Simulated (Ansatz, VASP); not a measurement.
**Hf: VASP beside Ansatz**

Contents of INCAR:

```
SYSTEM = Hf
PREC = Accurate
ENCUT = 520
EDIFF = 1E-6
ISMEAR = 0
SIGMA = 0.15
LREAL = .FALSE.
LASPH = .TRUE.
NELM = 80
ALGO = Normal
ISIF = 2
LWAVE = .FALSE.
LCHARG = .TRUE.
GGA = PS
LELF = .TRUE.
LVHAR = .TRUE.
NBANDS = 11
```

KPOINTS

```
Automatic mesh
0
G
  18 18 18
  0 0 0
```

The input POSCAR:

```
Hf
1.0
   -1.7779250000      1.7779250000      1.8050000000
    1.7779250000     -1.7779250000      1.8050000000
    1.7779250000      1.7779250000     -1.8050000000
Hf
1
Direct
    0.0000000000      0.0000000000      0.0000000000
```

Input for Ansatz:

```yaml
crystal:
  lattice:
    - [-1.777925, 1.777925, 1.805]
    - [1.777925, -1.777925, 1.805]
    - [1.777925, 1.777925, -1.805]
  atoms:
    - { symbol: Hf, position: [0.0, 0.0, 0.0] }
basis:
  ecutwfc: 420
kpoints:
  mp_grid: { grid: [18, 18, 18] }
hamiltonian:
  xc: pbesol
scf:
  occupations: { method: gaussian, width: 0.15 }
output:
  forces: true
  stress: true
  eigenvalues: true
```

Change from the starting cell: strain -0.015 along x and y, +0.000 along z, atoms carried along.

Alike in both runs: task single point; functional PBEsol; k mesh 18 × 18 × 18; occupations gaussian, width 0.15 eV; no spin polarisation.

```csv
,VASP,Ansatz
version,VASP 6.6.1,Ansatz 0.2.0
potentials or method,"VASP PAW PBE potentials, release 64 (Hf_pv), cutoff 520 eV","scalar-relativistic, plane waves, PAW"
valence electrons in the cell,10,26
```

|  | VASP | Ansatz | Ansatz less VASP |
| --- | --- | --- | --- |
| gap on the k mesh at the Fermi level (eV) | none | none | - |
| pressure (GPa) | -6.9 | -6.6 | +0.30 |
| traceless stress, the component that is largest in VASP (GPa) | 0.43 | 0.41 | -0.013 |

VASP's potentials were made for PBE, not for PBEsol. A gap of «none» marks a metal or a gap that the smearing closes. The functional is the same, so the differences come from potentials, cutoffs and numerics. VASP's potentials hold 10 valence electrons a cell and Ansatz's 26, so a difference there can come from the potentials and not from the codes.

Spin-orbit coupling is off throughout.
